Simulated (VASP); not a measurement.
# Lu (P6_3/mmc) in VASP: single point with PBE

Aim: the single point of Lu with PBE.

Program: VASP 6.6.1. These are calculated values, not measurements. Logs are shortened: lines on timing, memory, paths and dates and some standing lists are left out, and cuts for length are marked.

**1. The cell of the first run**

It takes space group P6_3/mmc (No. 194, hexagonal). The conventional cell has a = 3.462 Å, b = 3.462 Å, c = 11.149 Å, α = 90.00°, β = 90.00°, γ = 120.00°. Within 4.5 Å of Lu (site symmetry -3m) lie 12 Lu at 3.43 to 3.46 Å. Within 4.5 Å of Lu (site symmetry -6m2) lie 12 Lu at 3.43 to 3.46 Å.

**2. Single point, PBE**

Contents of INCAR:

```
ALGO = Fast
EDIFF = 1E-6
ENCUT = 520
GGA = PE
ISIF = 2
ISMEAR = 0
LASPH = True
LCHARG = False
LREAL = False
LWAVE = False
NBANDS = 58
NELM = 80
PREC = Accurate
SIGMA = 0.05
```

Contents of KPOINTS:

```
k-points
0
Gamma
  14 14 4
```

Contents of POSCAR:

```
Lu
1.0
    3.4623231386      0.0000000000      0.0000000000
   -1.7311615693      2.9984597941      0.0000000000
    0.0000000000      0.0000000000     11.1490746050
Lu
4
Direct
    0.0000000000      0.0000000000      0.0000000000
    0.0000000000      0.0000000000      0.5000000000
    0.3333333333      0.6666666667      0.2500000000
    0.6666666667      0.3333333333      0.7500000000
```

Potentials or basis: VASP PAW PBE potentials, release 64 (Lu).

Started as:

```
> cat potpaw_PBE.64/Lu/POTCAR > POTCAR
> mpirun -np 1 vasp_std > vasp.out
```

OUTCAR:

```text
EDIFF = 1E-6
   ENCUT = 520
   GGA = PE
   ISIF = 2
   ISMEAR = 0
   LASPH = True
   LREAL = False
   NELM = 80
   PREC = Accurate

 ion  position               nearest neighbor table
   1  0.000  0.000  0.000-   3 3.43   4 3.43   3 3.43   4 3.43   4 3.43   3 3.43
   2  0.000  0.000  0.500-   3 3.43   4 3.43   3 3.43   4 3.43   4 3.43   3 3.43
   3  0.333  0.667  0.250-   1 3.43   2 3.43   1 3.43   2 3.43   1 3.43   2 3.43
   4  0.667  0.333  0.750-   1 3.43   2 3.43   1 3.43   2 3.43   1 3.43   2 3.43

  LATTYP: Found a hexagonal cell.
 ALAT       =     3.4623231386
 C/A-ratio  =     3.2201138249

  Lattice vectors:

 A1 = (   3.4623231386,   0.0000000000,   0.0000000000)
 A2 = (  -1.7311615693,   2.9984597941,   0.0000000000)
 A3 = (   0.0000000000,   0.0000000000,  11.1490746050)

Analysis of symmetry for initial positions (statically):
=====================================================================
 Subroutine PRICEL returns:
 Original cell was already a primitive cell.

 Routine SETGRP: Setting up the symmetry group for a
 hexagonal supercell.

 Subroutine GETGRP returns: Found 24 space group operations
 (whereof 12 operations were pure point group operations)
 out of a pool of 24 trial point group operations.

The static configuration has the point symmetry D_3d.
 The point group associated with its full space group is D_6h.

Analysis of symmetry for dynamics (positions and initial velocities):
=====================================================================
 Subroutine PRICEL returns:
 Original cell was already a primitive cell.

 Routine SETGRP: Setting up the symmetry group for a
 hexagonal supercell.

 Subroutine GETGRP returns: Found 24 space group operations
 (whereof 12 operations were pure point group operations)
 out of a pool of 24 trial point group operations.

The dynamic configuration has the point symmetry D_3d.
 The point group associated with its full space group is D_6h.

 Subroutine INISYM returns: Found 24 space group operations
 (whereof 12 operations are pure point group operations),
 and found     1 'primitive' translations

----------------------------------------------------------------------------------------

                                     Primitive cell

  volume of cell :     115.7456

  direct lattice vectors                    reciprocal lattice vectors
     3.462323139  0.000000000  0.000000000     0.288823417  0.166752278  0.000000000
    -1.731161569  2.998459794  0.000000000     0.000000000  0.333504555  0.000000000
     0.000000000  0.000000000 11.149074605     0.000000000  0.000000000  0.089693543

  length of vectors
     3.462323139  3.462323139 11.149074605     0.333504555  0.333504555  0.089693543

  position of ions in fractional coordinates (direct lattice)
     0.000000000  0.000000000  0.000000000
     0.000000000  0.000000000  0.500000000
     0.333333333  0.666666667  0.250000000
     0.666666667  0.333333333  0.750000000

  ion indices of the primitive-cell ions
   primitive index   ion index
                 1           1
                 2           2
                 3           3
                 4           4

----------------------------------------------------------------------------------------

 KPOINTS: k-points

Automatic generation of k-mesh.
 Grid dimensions read from file:
 generate k-points for:   14   14    4

 Generating k-lattice:

  Cartesian coordinates                     Fractional coordinates (reciprocal lattice)
     0.020630244  0.011910877  0.000000000     0.071428571 -0.000000000  0.000000000
     0.000000000  0.023821754  0.000000000     0.000000000  0.071428571  0.000000000
     0.000000000  0.000000000  0.022423386     0.000000000  0.000000000  0.250000000

  Length of vectors
     0.023821754  0.023821754  0.022423386

  Shift w.r.t. Gamma in fractional coordinates (k-lattice)
     0.000000000  0.000000000  0.000000000

 Subroutine IBZKPT returns following result:
 ===========================================

 Found     72 irreducible k-points:

 Following reciprocal coordinates:
            Coordinates               Weight
  0.000000  0.000000  0.000000      1.000000
  0.071429 -0.000000  0.000000      6.000000
  0.142857 -0.000000  0.000000      6.000000
  0.214286 -0.000000  0.000000      6.000000
  0.285714 -0.000000  0.000000      6.000000
  0.357143 -0.000000  0.000000      6.000000
[... 16 lines left out ...]
  0.285714  0.285714  0.000000      6.000000
  0.357143  0.285714  0.000000      6.000000
 [... further k-points ...]
   k-points           NKPTS =     72   k-points in BZ     NKDIM =     72   number of bands    NBANDS=     58
   number of dos      NEDOS =    301   number of ions     NIONS =      4
   total plane-waves  NPLWV =  65856
   dimension x,y,z NGX =    28 NGY =   28 NGZ =   84
   dimension x,y,z NGXF=    56 NGYF=   56 NGZF=  168
   ions per type =               4
   NGX,Y,Z   is equivalent  to a cutoff of  13.44, 13.44, 12.53 a.u.
   NGXF,Y,Z  is equivalent  to a cutoff of  26.89, 26.89, 25.05 a.u.
 SYSTEM =  unknown system
   PREC   = accura    normal or accurate (medium, high low for compatibility)
   ISTART =      0    job   : 0-new  1-cont  2-samecut
   ICHARG =      2    charge: 1-file 2-atom 10-const
   ISPIN  =      1    spin polarized calculation?
   LNONCOLLINEAR =      F non collinear calculations
   LSORBIT =      F    spin-orbit coupling
   LASPH  =      T    aspherical Exc in radial PAW
   ENCUT  =  520.0 eV  38.22 Ry    6.18 a.u.   6.44  6.44 20.73*2*pi/ulx,y,z
   NELM   =     80;   NELMIN=  2; NELMDL= -5     # of ELM steps
   EDIFF  = 0.1E-05   stopping-criterion for ELM
   LREAL  =      F    real-space projection
   EDIFFG = 0.1E-04   stopping-criterion for IOM
   NSW    =      0    number of steps for IOM
   IBRION =     -1    ionic relax: 0-MD 1-quasi-New 2-CG
   NFREE  =      0    steps in history (QN), initial steepest desc. (CG)
   ISIF   =      2    stress and relaxation
   ISYM   =      2    0-nonsym 1-usesym 2-fastsym
   POTIM  = 0.5000    time-step for ionic-motion
   TEBEG  =    0.0;   TEEND  =   0.0 temperature during run
   PSTRESS=    0.0 pullay stress
   NELECT =     100.0000    total number of electrons
   NUPDOWN=      -1.0000    fix difference up-down
   EMIN   =  10.00;   EMAX   =-10.00  energy-range for DOS
   EFERMI =   0.00;   METHOD = LEGACY
   ISMEAR =     0;   SIGMA  =   0.05  broadening in eV -4-tet -1-fermi 0-gaus
   EFERMI_NEDOS =   21; number of points for ismear=-14 and -15
   IALGO  =     68    algorithm
   IMIX   =      4    mixing-type and parameters
     AMIX     =   0.40;   BMIX     =  1.00
     AMIX_MAG =   1.60;   BMIX_MAG =  1.00
  volume/ion in A,a.u.               =      28.94       195.27
  Fermi-wavevector in a.u.,A,eV,Ry     =   1.559217  2.946493 33.077916  2.431158
  Thomas-Fermi vector in A             =   2.662608
   LORBIT       =      0    0 simple, 1 ext, 2 COOP (PROOUT), +10 PAW based schemes
   GGA     = PE    functional components
   LHFCALC =     F    Hartree Fock is set to
   AEXX    =    0.0000 exact exchange contribution
   IVDW    =     0    specifies the selected vdW correction
   LEPSILON=     F    determine dielectric tensor
   LRPA    =     F    only Hartree local field effects (RPA)
 non-spin polarized calculation
 RMM-DIIS sequential band-by-band and
 Gauss-broadening in eV      SIGMA  =   0.05
  energy-cutoff  :      520.00
  volume of cell :      115.75
 maximum number of plane-waves:      3143
 NGX is ok and might be reduce to    28
   NGX = 13   NGY = 13   NGZ = 41

 number of electron     100.0000000 magnetization

 number of electron      99.9999989 magnetization

 Free energy of the ion-electron system (eV)
  ---------------------------------------------------
  ext. energy  EPLUGINS =         0.00000000
  ---------------------------------------------------
  free energy    TOTEN  =       -18.00755243 eV

  energy without entropy =      -17.99994268  energy(sigma->0) =      -18.00374755

 E-fermi :   2.2877     XC(G=0): -10.6945

 val. band max:        2.2850409385   @ k =   0.3571   0.2143   0.2500
 cond. band min:       2.3103619987   @ k =   0.2857   0.1429   0.2500
 fundamental gap:      0.0253210602
 Fermi energy:         2.2876879526

 k-point     1 :       0.0000    0.0000    0.0000
  band No.  band energies     occupation
      1     -53.9222      2.00000
      2     -53.9121      2.00000
      3     -53.8965      2.00000
      4     -53.8863      2.00000
      5     -24.8536      2.00000
      6     -24.6158      2.00000
[... 50 lines left out ...]
     57       4.8389      0.00000
     58       4.9296      0.00000

 k-point     2 :       0.0714   -0.0000    0.0000
  band No.  band energies     occupation
      1     -53.9209      2.00000
      2     -53.9111      2.00000
      3     -53.8956      2.00000
      4     -53.8857      2.00000
      5     -24.8453      2.00000
      6     -24.6183      2.00000
[... 50 lines left out ...]
     57       4.9233      0.00000
     58       4.9625      0.00000

 k-point     3 :       0.1429   -0.0000    0.0000
  band No.  band energies     occupation
      1     -53.9174      2.00000
      2     -53.9085      2.00000
      3     -53.8930      2.00000
      4     -53.8841      2.00000
      5     -24.8216      2.00000
      6     -24.6289      2.00000
[... 1216 lines left out ...]
      3     -53.8759      2.00000
      4     -53.8754      2.00000
      5     -24.7605      2.00000
      6     -24.7493      2.00000
[... 50 lines left out ...]
     57       4.8727      0.00000
     58       5.0680      0.00000

 k-point    24 :       0.3571    0.2857    0.0000
  band No.  band energies     occupation
      1     -53.8911      2.00000
      2     -53.8910      2.00000
      3     -53.8754      2.00000
      4     -53.8753      2.00000
      5     -24.7541      2.00000
      6     -24.7360      2.00000
[... 50 lines left out ...]
     57       5.0762      0.00000
     58       5.1599      0.00000

 [... further k-points ...]

------------------------ aborting loop because EDIFF is reached ----------------------------------------

  FORCE on cell =-STRESS in cart. coord.  units (eV):
  Direction    XX          YY          ZZ          XY          YZ          ZX
  --------------------------------------------------------------------------------------
  -------------------------------------------------------------------------------------
  Total       -0.0683295     -0.0683295     -0.0459044      0.0000000     -0.0000000      0.0000000
  in kB       -0.9458320     -0.9458320     -0.6354185      0.0000000     -0.0000000      0.0000000
  external PRESSURE =      -0.8423608 kB  Pullay stress =       0.0000000 kB

 VOLUME and BASIS-vectors are now :
 -----------------------------------------------------------------------------
  energy-cutoff  :      520.00
  volume of cell :      115.75
      direct lattice vectors                 reciprocal lattice vectors
     3.462323139  0.000000000  0.000000000     0.288823417  0.166752278  0.000000000
    -1.731161569  2.998459794  0.000000000     0.000000000  0.333504555  0.000000000
     0.000000000  0.000000000 11.149074605     0.000000000  0.000000000  0.089693543

 POSITION                                       TOTAL-FORCE (eV/Angst)
 -----------------------------------------------------------------------------------
      0.00000      0.00000      0.00000         0.000000      0.000000      0.000000
      0.00000      0.00000      5.57454        -0.000000      0.000000      0.000000
     -0.00000      1.99897      2.78727         0.000000      0.000000     -0.000000
      1.73116      0.99949      8.36181        -0.000000      0.000000      0.000000
 -----------------------------------------------------------------------------------
    total drift:                                0.000000     -0.000000      0.000000

  FREE ENERGIE OF THE ION-ELECTRON SYSTEM (eV)
  ---------------------------------------------------
  free  energy   TOTEN  =       -18.0075524256 eV

  energy  without entropy=      -17.9999426782  energy(sigma->0) =      -18.00374755
```

Wall time 55 min (1 thread of Intel Xeon 8259CL, shared host); peak memory 0.5 GiB.

Results:

```yaml
Free_energy: -18.0076 eV
Pressure: -0.1 GPa
Band_gap_on_the_k_mesh: zero (bands 50 and 51 overlap by 1.42 eV)
```

Levels at points of the mesh, in eV from the Fermi level:
```tsv
k point	band 48	band 49	band 50	band 51	band 52	band 53
(0.00, 0.00, 0.00)	-2.54	0.44	0.99	1.05	2.03	2.04
(0.50, 0.00, 0.00)	-1.62	-0.61	-0.47	-0.38	0.29	1.00
(0.00, 0.00, 0.50)	-3.13	0.47	0.47	1.90	1.90	2.18
(0.50, 0.00, 0.50)	-1.80	-0.60	-0.60	0.04	0.04	1.38
```

Caveat: spin-orbit coupling is left out, which moves the levels of the heavy elements.
